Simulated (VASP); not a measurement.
# Al (P6_3/mmc) in VASP: single point with PBE

Aim: the single point of Al with PBE.

All numbers are computed with VASP 6.6.1; they aren't measurements. Logs are shortened: lines on timing, memory, paths and dates and some standing lists are left out, and cuts for length are marked.

## (1) The cell of the first run

Symmetry: P6_3/mmc, No. 194, hexagonal system. The conventional cell has a = 2.854 Å, b = 2.854 Å, c = 9.381 Å, α = 90.00°, β = 90.00°, γ = 120.00°. Al (site symmetry -3m) has 12 Al at 2.85 to 2.87 Å within 3.8 Å. Al (site symmetry -6m2) has 12 Al at 2.85 to 2.87 Å within 3.8 Å.

This isn't the form of Al at room conditions, which is fcc.

## (2) Single point, PBE

Contents of INCAR:

```
ALGO = Normal ; EDIFF = 1E-7
ENCUT = 520 ; GGA = PE
ISIF = 2 ; ISMEAR = 0
LASPH = T ; LCHARG = T
LELF = T ; LREAL = F
LVHAR = T ; LWAVE = F
NBANDS = 14 ; NELM = 100
PREC = Accurate ; SIGMA = 0.1
```

Contents of KPOINTS:

```
k-points
0
Gamma
  18 18 6
```

Contents of POSCAR:

```
Al
1.0
    2.8535431553      0.0000000000      0.0000000000
   -1.4267715777      2.4712408633      0.0000000000
    0.0000000000      0.0000000000      9.3814585755
Al
4
Direct
    0.0000000000      0.0000000000      0.0000000000
    0.3333333333      0.6666666667      0.2500000000
    0.0000000000      0.0000000000      0.5000000000
    0.6666666667      0.3333333333      0.7500000000
```

Potentials or basis: VASP PAW PBE potentials, release 64 (Al).

Started as:

```bash
$ cat potpaw_PBE.64/Al/POTCAR > POTCAR
$ mpirun -np 1 vasp_std > vasp.out
```

OUTCAR:

```text
EDIFF = 1E-7
   ENCUT = 520
   GGA = PE
   ISIF = 2
   ISMEAR = 0
   LASPH = T
   LREAL = F
   NELM = 100
   PREC = Accurate

 ion  position               nearest neighbor table
   1  0.000  0.000  0.000-   2 2.87   4 2.87   4 2.87   2 2.87   4 2.87   2 2.87
   2  0.333  0.667  0.250-   1 2.87   3 2.87   1 2.87   3 2.87   1 2.87   3 2.87
   3  0.000  0.000  0.500-   2 2.87   4 2.87   4 2.87   2 2.87   4 2.87   2 2.87
   4  0.667  0.333  0.750-   1 2.87   3 2.87   1 2.87   3 2.87   1 2.87   3 2.87

  LATTYP: Found a hexagonal cell.
 ALAT       =     2.8535431553
 C/A-ratio  =     3.2876526006

  Lattice vectors:

 A1 = (   2.8535431553,   0.0000000000,   0.0000000000)
 A2 = (  -1.4267715777,   2.4712408633,   0.0000000000)
 A3 = (   0.0000000000,   0.0000000000,   9.3814585755)

Analysis of symmetry for initial positions (statically):
=====================================================================
 Subroutine PRICEL returns:
 Original cell was already a primitive cell.

 Routine SETGRP: Setting up the symmetry group for a
 hexagonal supercell.

 Subroutine GETGRP returns: Found 24 space group operations
 (whereof 12 operations were pure point group operations)
 out of a pool of 24 trial point group operations.

The static configuration has the point symmetry D_3d.
 The point group associated with its full space group is D_6h.

Analysis of symmetry for dynamics (positions and initial velocities):
=====================================================================
 Subroutine PRICEL returns:
 Original cell was already a primitive cell.

 Routine SETGRP: Setting up the symmetry group for a
 hexagonal supercell.

 Subroutine GETGRP returns: Found 24 space group operations
 (whereof 12 operations were pure point group operations)
 out of a pool of 24 trial point group operations.

The dynamic configuration has the point symmetry D_3d.
 The point group associated with its full space group is D_6h.

 Subroutine INISYM returns: Found 24 space group operations
 (whereof 12 operations are pure point group operations),
 and found     1 'primitive' translations

----------------------------------------------------------------------------------------

                                     Primitive cell

  volume of cell :      66.1561

  direct lattice vectors                    reciprocal lattice vectors
     2.853543155  0.000000000  0.000000000     0.350441520  0.202327506  0.000000000
    -1.426771578  2.471240863  0.000000000     0.000000000  0.404655012  0.000000000
     0.000000000  0.000000000  9.381458575     0.000000000  0.000000000  0.106593233

  length of vectors
     2.853543155  2.853543155  9.381458575     0.404655012  0.404655012  0.106593233

  position of ions in fractional coordinates (direct lattice)
     0.000000000  0.000000000  0.000000000
     0.333333333  0.666666667  0.250000000
     0.000000000  0.000000000  0.500000000
     0.666666667  0.333333333  0.750000000

  ion indices of the primitive-cell ions
   primitive index   ion index
                 1           1
                 2           2
                 3           3
                 4           4

----------------------------------------------------------------------------------------

 KPOINTS: k-points

Automatic generation of k-mesh.
 Grid dimensions read from file:
 generate k-points for:   18   18    6

 Generating k-lattice:

  Cartesian coordinates                     Fractional coordinates (reciprocal lattice)
     0.019468973  0.011240417  0.000000000     0.055555556  0.000000000  0.000000000
     0.000000000  0.022480834  0.000000000     0.000000000  0.055555556  0.000000000
     0.000000000  0.000000000  0.017765539     0.000000000  0.000000000  0.166666667

  Length of vectors
     0.022480834  0.022480834  0.017765539

  Shift w.r.t. Gamma in fractional coordinates (k-lattice)
     0.000000000  0.000000000  0.000000000

 Subroutine IBZKPT returns following result:
 ===========================================

 Found    148 irreducible k-points:

 Following reciprocal coordinates:
            Coordinates               Weight
  0.000000  0.000000  0.000000      1.000000
  0.055556  0.000000  0.000000      6.000000
  0.111111  0.000000  0.000000      6.000000
  0.166667  0.000000  0.000000      6.000000
  0.222222  0.000000  0.000000      6.000000
  0.277778 -0.000000  0.000000      6.000000
[... 16 lines left out ...]
  0.333333  0.111111  0.000000     12.000000
  0.388889  0.111111  0.000000     12.000000
 [... further k-points ...]
   k-points           NKPTS =    148   k-points in BZ     NKDIM =    148   number of bands    NBANDS=     14
   number of dos      NEDOS =    301   number of ions     NIONS =      4
   total plane-waves  NPLWV =  40320
   dimension x,y,z NGX =    24 NGY =   24 NGZ =   70
   dimension x,y,z NGXF=    48 NGYF=   48 NGZF=  140
   ions per type =               4
   NGX,Y,Z   is equivalent  to a cutoff of  13.98, 13.98, 12.40 a.u.
   NGXF,Y,Z  is equivalent  to a cutoff of  27.96, 27.96, 24.81 a.u.
 SYSTEM =  unknown system
   PREC   = accura    normal or accurate (medium, high low for compatibility)
   ISTART =      0    job   : 0-new  1-cont  2-samecut
   ICHARG =      2    charge: 1-file 2-atom 10-const
   ISPIN  =      1    spin polarized calculation?
   LNONCOLLINEAR =      F non collinear calculations
   LSORBIT =      F    spin-orbit coupling
   LASPH  =      T    aspherical Exc in radial PAW
   ENCUT  =  520.0 eV  38.22 Ry    6.18 a.u.   5.31  5.31 17.44*2*pi/ulx,y,z
   NELM   =    100;   NELMIN=  2; NELMDL= -5     # of ELM steps
   EDIFF  = 0.1E-06   stopping-criterion for ELM
   LREAL  =      F    real-space projection
   EDIFFG = 0.1E-05   stopping-criterion for IOM
   NSW    =      0    number of steps for IOM
   IBRION =     -1    ionic relax: 0-MD 1-quasi-New 2-CG
   NFREE  =      0    steps in history (QN), initial steepest desc. (CG)
   ISIF   =      2    stress and relaxation
   ISYM   =      2    0-nonsym 1-usesym 2-fastsym
   POTIM  = 0.5000    time-step for ionic-motion
   TEBEG  =    0.0;   TEEND  =   0.0 temperature during run
   PSTRESS=    0.0 pullay stress
   NELECT =      12.0000    total number of electrons
   NUPDOWN=      -1.0000    fix difference up-down
   EMIN   =  10.00;   EMAX   =-10.00  energy-range for DOS
   EFERMI =   0.00;   METHOD = LEGACY
   ISMEAR =     0;   SIGMA  =   0.10  broadening in eV -4-tet -1-fermi 0-gaus
   EFERMI_NEDOS =   21; number of points for ismear=-14 and -15
   IALGO  =     38    algorithm
   IMIX   =      4    mixing-type and parameters
     AMIX     =   0.40;   BMIX     =  1.00
     AMIX_MAG =   1.60;   BMIX_MAG =  1.00
  volume/ion in A,a.u.               =      16.54       111.61
  Fermi-wavevector in a.u.,A,eV,Ry     =   0.926713  1.751234 11.684644  0.858797
  Thomas-Fermi vector in A             =   2.052705
   LORBIT       =      0    0 simple, 1 ext, 2 COOP (PROOUT), +10 PAW based schemes
   GGA     = PE    functional components
   LHFCALC =     F    Hartree Fock is set to
   AEXX    =    0.0000 exact exchange contribution
   IVDW    =     0    specifies the selected vdW correction
   LEPSILON=     F    determine dielectric tensor
   LRPA    =     F    only Hartree local field effects (RPA)
 non-spin polarized calculation
 Gauss-broadening in eV      SIGMA  =   0.10
  energy-cutoff  :      520.00
  volume of cell :       66.16
 maximum number of plane-waves:      1799
 NGX is ok and might be reduce to    24
   NGX = 11   NGY = 11   NGZ = 35

 number of electron      12.0000000 magnetization

 Free energy of the ion-electron system (eV)
  ---------------------------------------------------
  ext. energy  EPLUGINS =         0.00000000
  ---------------------------------------------------
  free energy    TOTEN  =       -14.93792098 eV

  energy without entropy =      -14.93063318  energy(sigma->0) =      -14.93427708

 E-fermi :   7.9710     XC(G=0): -10.1889

 val. band max:        7.9349461730   @ k =   0.2778   0.2222   0.0000
 cond. band min:       7.9908101181   @ k =   0.3889   0.1667   0.1667
 fundamental gap:      0.0558639451
 Fermi energy:         7.9710423636

 k-point     1 :       0.0000    0.0000    0.0000
  band No.  band energies     occupation
      1      -3.1440      2.00000
      2      -1.4750      2.00000
      3      -1.4682      2.00000
      4       3.3578      2.00000
      5       3.5168      2.00000
      6      11.2835      0.00000
      7      11.2949      0.00000
      8      18.7203      0.00000
      9      18.7203      0.00000
     10      18.9107      0.00000
     11      18.9107      0.00000
     12      19.8912      0.00000
     13      19.8917      0.00000
     14      20.0759      0.00000

 k-point     2 :       0.0556    0.0000    0.0000
  band No.  band energies     occupation
      1      -3.0692      2.00000
      2      -1.4010      2.00000
      3      -1.3943      2.00000
      4       3.4272      2.00000
      5       3.5900      2.00000
      6      11.3441      0.00000
      7      11.3578      0.00000
      8      17.1214      0.00000
      9      17.7265      0.00000
     10      18.4627      0.00000
     11      18.5441      0.00000
     12      19.0418      0.00000
     13      19.1028      0.00000
     14      19.1358      0.00000

 k-point     3 :       0.1111    0.0000    0.0000
  band No.  band energies     occupation
      1      -2.8451      2.00000
      2      -1.1794      2.00000
      3      -1.1728      2.00000
      4       3.6352      2.00000
      5       3.8088      2.00000
      6      11.5170      0.00000
      7      11.5423      0.00000
      8      15.0917      0.00000
      9      16.4552      0.00000
     10      16.5408      0.00000
     11      16.7667      0.00000
     12      18.1887      0.00000
     13      18.1892      0.00000
     14      18.2923      0.00000

 k-point     4 :       0.1667    0.0000    0.0000
  band No.  band energies     occupation
      1      -2.4723      2.00000
      2      -0.8109      2.00000
      3      -0.8044      2.00000
      4       3.9819      2.00000
      5       4.1705      2.00000
      6      11.7138      0.00000
      7      11.8220      0.00000
      8      13.1701      0.00000
      9      14.4384      0.00000
     10      14.5671      0.00000
     11      15.9344      0.00000
     12      17.3540      0.00000
     13      17.3634      0.00000
     14      17.3697      0.00000

 k-point     5 :       0.2222    0.0000    0.0000
  band No.  band energies     occupation
      1      -1.9521      2.00000
      2      -0.2966      2.00000
      3      -0.2905      2.00000
      4       4.4667      2.00000
      5       4.6697      2.00000
      6      10.8314      0.00000
      7      11.8964      0.00000
      8      12.4368      0.00000
      9      12.5967      0.00000
     10      13.0022      0.00000
     11      15.2310      0.00000
[... 276 lines left out ...]
 k-point    22 :       0.2778    0.1111    0.0000
  band No.  band energies     occupation
      1      -0.2564      2.00000
      2       1.3789      2.00000
      3       1.3829      2.00000
      4       6.0459      2.00000
      5       6.1509      2.00000
      6       7.6686      1.99998
      7       9.0763      0.00000
      8       9.1430      0.00000
      9      11.1993      0.00000
     10      12.5866      0.00000
     11      12.8458      0.00000
     12      13.5367      0.00000
     13      13.7019      0.00000
     14      14.5572      0.00000

 k-point    23 :       0.3333    0.1111    0.0000
  band No.  band energies     occupation
      1       0.6928      2.00000
      2       2.3149      2.00000
      3       2.3162      2.00000
      4       5.7315      2.00000
      5       6.8302      2.00000
      6       7.1170      2.00000
      7       7.6118      2.00000
      8       7.8134      1.97426
      9      10.8033      0.00000
     10      11.8873      0.00000
     11      12.2449      0.00000
     12      12.5457      0.00000
     13      12.9073      0.00000
     14      15.0398      0.00000

 k-point    24 :       0.3889    0.1111    0.0000
  band No.  band energies     occupation
      1       1.7790      2.00000
      2       3.3711      2.00000
      3       3.3788      2.00000
      4       4.3386      2.00000
      5       5.9587      2.00000
      6       5.9924      2.00000
      7       8.0581      0.21818
      8       8.3961      0.00000
      9      10.3100      0.00000
     10      10.5439      0.00000
     11      11.4147      0.00000
     12      12.2973      0.00000
     13      12.5114      0.00000
     14      15.8784      0.00000

 [... further k-points ...]
[... 5 lines left out ...]
  --------------------------------------------------------------------------------------
  -------------------------------------------------------------------------------------
  Total        0.0105727      0.0105727      0.0093207     -0.0000000     -0.0000000      0.0000000
  in kB        0.2560500      0.2560500      0.2257303     -0.0000000     -0.0000000      0.0000000
  external PRESSURE =       0.2459434 kB  Pullay stress =       0.0000000 kB

 VOLUME and BASIS-vectors are now :
 -----------------------------------------------------------------------------
  energy-cutoff  :      520.00
  volume of cell :       66.16
      direct lattice vectors                 reciprocal lattice vectors
     2.853543155  0.000000000  0.000000000     0.350441520  0.202327506  0.000000000
    -1.426771578  2.471240863  0.000000000     0.000000000  0.404655012  0.000000000
     0.000000000  0.000000000  9.381458575     0.000000000  0.000000000  0.106593233

 POSITION                                       TOTAL-FORCE (eV/Angst)
 -----------------------------------------------------------------------------------
      0.00000      0.00000      0.00000         0.000000      0.000000     -0.000000
     -0.00000      1.64749      2.34536        -0.000000      0.000000      0.000000
      0.00000      0.00000      4.69073         0.000000      0.000000     -0.000000
      1.42677      0.82375      7.03609         0.000000     -0.000000      0.000000
 -----------------------------------------------------------------------------------
    total drift:                               -0.000000      0.000000      0.000000

  FREE ENERGIE OF THE ION-ELECTRON SYSTEM (eV)
  ---------------------------------------------------
  free  energy   TOTEN  =       -14.9379209822 eV

  energy  without entropy=      -14.9306331792  energy(sigma->0) =      -14.93427708
```

Wall time 63 s (1 thread of Intel Xeon 6975P-C (Granite Rapids), shared host); peak memory 0.23 GiB.

What came out:

| Quantity | Value |
| --- | --- |
| Free energy | -14.9379 eV |
| Pressure | 0.0 GPa |
| Band gap on the k mesh | zero (bands 6 and 7 overlap by 5.38 eV) |
